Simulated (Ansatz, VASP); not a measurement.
Two plane-wave programs on Ta4O

INCAR

```
PREC = Accurate ; ENCUT = 600
EDIFF = 1E-7 ; ISMEAR = 0
SIGMA = 0.1 ; LREAL = F
LASPH = T ; NELM = 100
ALGO = Normal ; ISIF = 3
LWAVE = F ; LCHARG = F
GGA = PE ; IBRION = 2
NSW = 90 ; EDIFFG = -0.04
```

File KPOINTS:

```
Automatic mesh
0
Gamma
  4 4 4
```

The input POSCAR:

```
Ta4O
1.0
   -2.8252759000      2.8252759000      2.8252759000
    2.8252759000     -2.8252759000      2.8252759000
    2.8252759000      2.8252759000     -2.8252759000
Ta O
4 1
Direct
    0.5000000000      0.5000000000      0.5000000000
    0.0000000000      0.0000000000      0.5000000000
    0.0000000000      0.5000000000      0.0000000000
    0.5000000000      0.0000000000      0.0000000000
    0.0000000000      0.0000000000      0.0000000000
```

Input for Ansatz:

```yaml
crystal:
  lattice:
    - [-2.8252759, 2.8252759, 2.8252759]
    - [2.8252759, -2.8252759, 2.8252759]
    - [2.8252759, 2.8252759, -2.8252759]
  atoms:
    - { symbol: Ta, position: [0.5, 0.5, 0.5] }
    - { symbol: Ta, position: [0.0, 0.0, 0.5] }
    - { symbol: Ta, position: [0.0, 0.5, 0.0] }
    - { symbol: Ta, position: [0.5, 0.0, 0.0] }
    - { symbol: O, position: [0.0, 0.0, 0.0] }
basis:
  ecutwfc: 420
kpoints:
  mp_grid: { grid: [4, 4, 4] }
hamiltonian:
  xc: pbe
scf:
  occupations: { method: gaussian, width: 0.1 }
  lower_state_search: "off"
output:
  forces: true
  stress: true
  eigenvalues: true
relax:
  adjacent_minimum: "off"
  f_tol: 0.04
  max_steps: 70
  cell: { stress_tol: 0.4 }
```

Alike in both runs: task relaxation of cell and atoms; functional PBE; k mesh 4 × 4 × 4; occupations gaussian, width 0.1 eV; no spin polarisation.

|  | VASP | Ansatz |
| --- | --- | --- |
| version | VASP 6.6.1 | Ansatz 0.2.0 |
| potentials or method | VASP PAW PBE potentials, release 64 (Ta_pv, O), cutoff 600 eV | scalar-relativistic, plane waves, PAW |
| valence electrons in the cell | 50 | 58 |

Ansatz gave:

* gap on the k mesh at the Fermi level, each at its own relaxed structure (eV): none
* relaxed volume (Å³/atom): 16.89
* relaxed cell length with the largest relative difference (Å): 4.787

Estimate VASP's values.

gap on the k mesh at the Fermi level, each at its own relaxed structure (eV): none; relaxed volume (Å³/atom): 16.94; relaxed cell length with the largest relative difference (Å): 4.792.

A gap of «none» marks a metal or a gap that the smearing closes. VASP's potentials hold 50 valence electrons a cell and Ansatz's 58, so a difference there can come from the potentials and not from the codes.

The k mesh is coarse, so the values compare programs but aren't converged. Spin-orbit coupling is off throughout.
